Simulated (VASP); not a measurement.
# TiGe2N4 (P1) in VASP: single point with PBEsol

Aim: the single point of TiGe2N4 with PBEsol.

Program: VASP 6.6.1. These are calculated values, not measurements. Logs are shortened: lines on timing, memory, paths and dates and some standing lists are left out, and cuts for length are marked.

## 1. The cell of the first run

The typed cell holds 7 atoms: a = 5.484 Å, b = 5.541 Å, c = 4.976 Å, α = 113.03°, β = 111.39°, γ = 32.37°.

## 2. Single point, PBEsol

Contents of INCAR:

```
ALGO = Normal ; EDIFF = 1E-6
ENCUT = 600 ; GGA = PS
GGA_COMPAT = F ; ISIF = 2
ISMEAR = -1 ; LASPH = T
LCHARG = F ; LREAL = F
LWAVE = F ; NBANDS = 39
NELM = 120 ; PREC = Accurate
SIGMA = 0.05
```

Contents of KPOINTS:

```
k-points
0
Gamma
  6 6 4
```

Contents of POSCAR:

```
TiGe2N4
1.0
    5.2735832281     -1.4838408779      0.2516030392
    5.3052006147      1.5881399022      0.1751377130
   -2.1398639434     -0.1375837257      4.4898631436
Ti Ge N
1 2 4
Direct
   -0.0255335533      0.0435159480      0.0031492253
    0.3415708832      0.2809930348      0.3487850688
    0.6645403752      0.7524988911      0.7063518855
    0.4321276785      0.2749340702      0.0260311303
    0.6160257263      0.5951252517      0.9359258581
    0.1308180637      0.1586970083      0.4436647341
    0.8884283323      0.8540494074      0.5715362220
```

Potentials or basis: VASP PAW PBE potentials, release 64 (Ti_sv, Ge_d, N).

The run is started by

```bash
> cat potpaw_PBE.64/Ti_sv/POTCAR potpaw_PBE.64/Ge_d/POTCAR potpaw_PBE.64/N/POTCAR > POTCAR
> mpirun -np 1 vasp_std > vasp.out
```

OUTCAR:

```text
EDIFF = 1E-6
   ENCUT = 600
   GGA = PS
   ISIF = 2
   ISMEAR = -1
   LASPH = T
   LREAL = F
   NELM = 120
   PREC = Accurate

 ion  position               nearest neighbor table
   1  0.974  0.044  0.003-   5 1.87   5 2.03   4 2.05   7 2.07   6 2.10
   2  0.342  0.281  0.349-   4 1.83   7 1.85   7 1.86   6 2.00   3 2.81
   3  0.665  0.752  0.706-   5 1.88   6 1.93   6 1.98   4 2.04   7 2.08   2 2.81
   4  0.432  0.275  0.026-   2 1.83   3 2.04   1 2.05
   5  0.616  0.595  0.936-   1 1.87   3 1.88   1 2.03
   6  0.131  0.159  0.444-   3 1.93   3 1.98   2 2.00   1 2.10
   7  0.888  0.854  0.572-   2 1.85   2 1.86   1 2.07   3 2.08

  LATTYP: Found a triclinic cell.
 ALAT       =     5.4841378451
 B/A-ratio  =     1.6003116618
 C/A-ratio  =     1.0776937909
 COS(alpha) =     0.0014360293
 COS(beta)  =     0.6208978800
 COS(gamma) =     0.7399838923

  Lattice vectors:

 A1 = (   5.2735832281,  -1.4838408779,   0.2516030392)
 A2 = (   7.4450645581,   1.7257236279,  -4.3147254306)
 A3 = (   3.1337192847,  -1.6214246036,   4.7414661828)

Analysis of symmetry for initial positions (statically):
=====================================================================
 Subroutine PRICEL returns:
 Original cell was already a primitive cell.

 Routine SETGRP: Setting up the symmetry group for a
 triclinic supercell.

 Subroutine GETGRP returns: Found  1 space group operations
 (whereof  1 operations were pure point group operations)
 out of a pool of  2 trial point group operations.

The static configuration has the point symmetry C_1 .

Analysis of symmetry for dynamics (positions and initial velocities):
=====================================================================
 Subroutine PRICEL returns:
 Original cell was already a primitive cell.

 Routine SETGRP: Setting up the symmetry group for a
 triclinic supercell.

 Subroutine GETGRP returns: Found  1 space group operations
 (whereof  1 operations were pure point group operations)
 out of a pool of  2 trial point group operations.

The dynamic configuration has the point symmetry C_1 .

 Subroutine INISYM returns: Found  1 space group operations
 (whereof  1 operations are pure point group operations),
 and found     1 'primitive' translations

----------------------------------------------------------------------------------------

                                     Primitive cell

  volume of cell :      74.3026

  direct lattice vectors                    reciprocal lattice vectors
     5.273583228 -1.483840878  0.251603039     0.096290456 -0.325619969  0.035913894
     5.305200615  1.588139902  0.175137713     0.089197821  0.325911582  0.052498556
    -2.139863943 -0.137583726  4.489863144    -0.008875298  0.005534147  0.218663564

  length of vectors
     5.484137845  5.540578953  4.975622376     0.341452813  0.341951326  0.218913572

  position of ions in fractional coordinates (direct lattice)
     0.974466447  0.043515948  0.003149225
     0.341570883  0.280993035  0.348785069
     0.664540375  0.752498891  0.706351885
     0.432127679  0.274934070  0.026031130
     0.616025726  0.595125252  0.935925858
     0.130818064  0.158697008  0.443664734
     0.888428332  0.854049407  0.571536222

  ion indices of the primitive-cell ions
   primitive index   ion index
                 1           1
                 2           2
                 3           3
                 4           4
                 5           5
                 6           6
                 7           7

----------------------------------------------------------------------------------------

 KPOINTS: k-points

Automatic generation of k-mesh.
 Grid dimensions read from file:
 generate k-points for:    6    6    4

 Generating k-lattice:

  Cartesian coordinates                     Fractional coordinates (reciprocal lattice)
     0.016048409 -0.054269995  0.005985649     0.166666667 -0.000000000  0.000000000
     0.014866303  0.054318597  0.008749759     0.000000000  0.166666667 -0.000000000
    -0.002218825  0.001383537  0.054665891     0.000000000  0.000000000  0.250000000

  Length of vectors
     0.056908802  0.056991888  0.054728393

  Shift w.r.t. Gamma in fractional coordinates (k-lattice)
     0.000000000  0.000000000  0.000000000

 Subroutine IBZKPT returns following result:
 ===========================================

 Found     76 irreducible k-points:

 Following reciprocal coordinates:
            Coordinates               Weight
  0.000000  0.000000  0.000000      1.000000
  0.166667 -0.000000  0.000000      2.000000
  0.333333  0.000000  0.000000      2.000000
  0.500000  0.000000  0.000000      1.000000
 -0.000000  0.166667  0.000000      2.000000
  0.166667  0.166667 -0.000000      2.000000
[... 16 lines left out ...]
  0.333333  0.000000  0.250000      2.000000
  0.500000 -0.000000  0.250000      2.000000
 [... further k-points ...]
   k-points           NKPTS =     76   k-points in BZ     NKDIM =     76   number of bands    NBANDS=     39
   number of dos      NEDOS =    301   number of ions     NIONS =      7
   total plane-waves  NPLWV =  92160
   dimension x,y,z NGX =    48 NGY =   48 NGZ =   40
   dimension x,y,z NGXF=    96 NGYF=   96 NGZF=   80
   ions per type =               1   2   4
   NGX,Y,Z   is equivalent  to a cutoff of  14.55, 14.40, 13.36 a.u.
   NGXF,Y,Z  is equivalent  to a cutoff of  29.10, 28.80, 26.73 a.u.
 SYSTEM =  unknown system
   PREC   = accura    normal or accurate (medium, high low for compatibility)
   ISTART =      0    job   : 0-new  1-cont  2-samecut
   ICHARG =      2    charge: 1-file 2-atom 10-const
   ISPIN  =      1    spin polarized calculation?
   LNONCOLLINEAR =      F non collinear calculations
   LSORBIT =      F    spin-orbit coupling
   LASPH  =      T    aspherical Exc in radial PAW
   ENCUT  =  600.0 eV  44.10 Ry    6.64 a.u.  10.95 11.07  9.94*2*pi/ulx,y,z
   NELM   =    120;   NELMIN=  2; NELMDL= -5     # of ELM steps
   EDIFF  = 0.1E-05   stopping-criterion for ELM
   LREAL  =      F    real-space projection
   EDIFFG = 0.1E-04   stopping-criterion for IOM
   NSW    =      0    number of steps for IOM
   IBRION =     -1    ionic relax: 0-MD 1-quasi-New 2-CG
   NFREE  =      0    steps in history (QN), initial steepest desc. (CG)
   ISIF   =      2    stress and relaxation
   ISYM   =      2    0-nonsym 1-usesym 2-fastsym
   POTIM  = 0.5000    time-step for ionic-motion
   TEBEG  =    0.0;   TEEND  =   0.0 temperature during run
   PSTRESS=    0.0 pullay stress
   NELECT =      60.0000    total number of electrons
   NUPDOWN=      -1.0000    fix difference up-down
   EMIN   =  10.00;   EMAX   =-10.00  energy-range for DOS
   EFERMI =   0.00;   METHOD = LEGACY
   ISMEAR =    -1;   SIGMA  =   0.05  broadening in eV -4-tet -1-fermi 0-gaus
   EFERMI_NEDOS =   21; number of points for ismear=-14 and -15
   IALGO  =     38    algorithm
   IMIX   =      4    mixing-type and parameters
     AMIX     =   0.40;   BMIX     =  1.00
     AMIX_MAG =   1.60;   BMIX_MAG =  1.00
  volume/ion in A,a.u.               =      10.61        71.63
  Fermi-wavevector in a.u.,A,eV,Ry     =   1.524488  2.880865 31.620804  2.324064
  Thomas-Fermi vector in A             =   2.632788
   LORBIT       =      0    0 simple, 1 ext, 2 COOP (PROOUT), +10 PAW based schemes
   GGA     = PS    functional components
   LHFCALC =     F    Hartree Fock is set to
   AEXX    =    0.0000 exact exchange contribution
   IVDW    =     0    specifies the selected vdW correction
   LEPSILON=     F    determine dielectric tensor
   LRPA    =     F    only Hartree local field effects (RPA)
 non-spin polarized calculation
  energy-cutoff  :      600.00
  volume of cell :       74.30
 maximum number of plane-waves:      2497
 NGX is ok and might be reduce to    48
   NGX = 21   NGY = 23   NGZ = 19

 number of electron      60.0000000 magnetization

 Free energy of the ion-electron system (eV)
  ---------------------------------------------------
  ext. energy  EPLUGINS =         0.00000000
  ---------------------------------------------------
  free energy    TOTEN  =       -55.49335977 eV

  energy without entropy =      -55.49335975  energy(sigma->0) =      -55.49335976

 E-fermi :   7.5535     XC(G=0): -12.2174

 val. band max:        6.8124491630   @ k =   0.0000   0.0000   0.0000
 cond. band min:       8.3350624147   @ k =   0.5000   0.5000   0.0000
 fundamental gap:      1.5226132517
 Fermi energy:         7.5534914545

 k-point     1 :       0.0000    0.0000    0.0000
  band No.  band energies     occupation
      1     -49.7092      2.00000
      2     -26.1241      2.00000
      3     -26.0538      2.00000
      4     -25.9557      2.00000
      5     -17.5514      2.00000
      6     -17.4660      2.00000
[... 31 lines left out ...]
     38      12.5375      0.00000
     39      13.1664      0.00000

 k-point     2 :       0.1667   -0.0000    0.0000
  band No.  band energies     occupation
      1     -49.7030      2.00000
      2     -26.1161      2.00000
      3     -26.0503      2.00000
      4     -26.0211      2.00000
      5     -17.5415      2.00000
      6     -17.4660      2.00000
[... 31 lines left out ...]
     38      13.0723      0.00000
     39      14.0071      0.00000

 k-point     3 :       0.3333    0.0000    0.0000
  band No.  band energies     occupation
      1     -49.6906      2.00000
      2     -26.1719      2.00000
      3     -26.0940      2.00000
      4     -26.0265      2.00000
      5     -17.5460      2.00000
      6     -17.4857      2.00000
[... 31 lines left out ...]
     38      14.1996      0.00000
     39      15.0359      0.00000

 k-point     4 :       0.5000    0.0000    0.0000
  band No.  band energies     occupation
      1     -49.6844      2.00000
      2     -26.2390      2.00000
      3     -26.0865      2.00000
      4     -26.0183      2.00000
      5     -17.5543      2.00000
      6     -17.5008      2.00000
[... 31 lines left out ...]
     38      14.0329      0.00000
     39      15.3017      0.00000
[... 754 lines left out ...]
     38      13.2606      0.00000
     39      14.0340      0.00000

 k-point    23 :       0.3333    0.0000    0.2500
  band No.  band energies     occupation
      1     -49.6906      2.00000
      2     -26.1718      2.00000
      3     -26.0942      2.00000
      4     -26.0270      2.00000
      5     -17.5473      2.00000
      6     -17.4960      2.00000
[... 31 lines left out ...]
     38      13.6145      0.00000
     39      15.0144      0.00000

 k-point    24 :       0.5000   -0.0000    0.2500
  band No.  band energies     occupation
      1     -49.6844      2.00000
      2     -26.2389      2.00000
      3     -26.0865      2.00000
      4     -26.0187      2.00000
      5     -17.5549      2.00000
      6     -17.5093      2.00000
[... 31 lines left out ...]
     38      13.3477      0.00000
     39      14.5069      0.00000

 [... further k-points ...]
[... 5 lines left out ...]
  --------------------------------------------------------------------------------------
  -------------------------------------------------------------------------------------
  Total       -0.0571680     -0.0796257     -0.1133820      0.0074232      0.0008451      0.0211959
  in kB       -1.2327062     -1.7169595     -2.4448419      0.1600652      0.0182232      0.4570449
  external PRESSURE =      -1.7981692 kB  Pullay stress =       0.0000000 kB

 VOLUME and BASIS-vectors are now :
 -----------------------------------------------------------------------------
  energy-cutoff  :      600.00
  volume of cell :       74.30
      direct lattice vectors                 reciprocal lattice vectors
     5.273583228 -1.483840878  0.251603039     0.096290456 -0.325619969  0.035913894
     5.305200615  1.588139902  0.175137713     0.089197821  0.325911582  0.052498556
    -2.139863943 -0.137583726  4.489863144    -0.008875298  0.005534147  0.218663564

 POSITION                                       TOTAL-FORCE (eV/Angst)
 -----------------------------------------------------------------------------------
      5.36305     -1.37728      0.26694        -0.023661     -0.014744      0.010648
      2.54567     -0.10857      1.70115         0.031833      0.005388      0.011382
      5.98517      0.11182      3.47041        -0.031220      0.005916     -0.002523
      3.68174     -0.20816      0.27375        -0.030078      0.000922      0.029372
      4.40317     -0.09771      4.46140         0.047900      0.012426     -0.021276
      0.58242     -0.00312      2.05270         0.005622     -0.004843      0.018687
      7.99309     -0.04057      2.93923        -0.000396     -0.005065     -0.046291
 -----------------------------------------------------------------------------------
    total drift:                               -0.000141     -0.000018     -0.000047

  FREE ENERGIE OF THE ION-ELECTRON SYSTEM (eV)
  ---------------------------------------------------
  free  energy   TOTEN  =       -55.4933597676 eV

  energy  without entropy=      -55.4933597520  energy(sigma->0) =      -55.49335976
```

Run time: 15 min. Hardware: 1 thread of Oxide Virtual Turin-like, shared host; peak memory 0.41 GiB.

What came out:

| Quantity | Value |
| --- | --- |
| Free energy | -55.4934 eV |
| Pressure | -0.2 GPa |
| Largest force | 0.054 eV/Å |
| Band gap on the k mesh | 1.52 eV (least direct gap 1.69 eV) |

Forces in eV/Å, atoms in the order of the input:
```
Ti  -0.024 -0.015  0.011
Ge   0.032  0.005  0.011
Ge  -0.031  0.006 -0.003
N   -0.030  0.001  0.029
N    0.048  0.012 -0.021
N    0.006 -0.005  0.019
N    0.000 -0.005 -0.046
```

Caveat: the PAW data sets were made with another functional, which shifts forces and pressure a little.
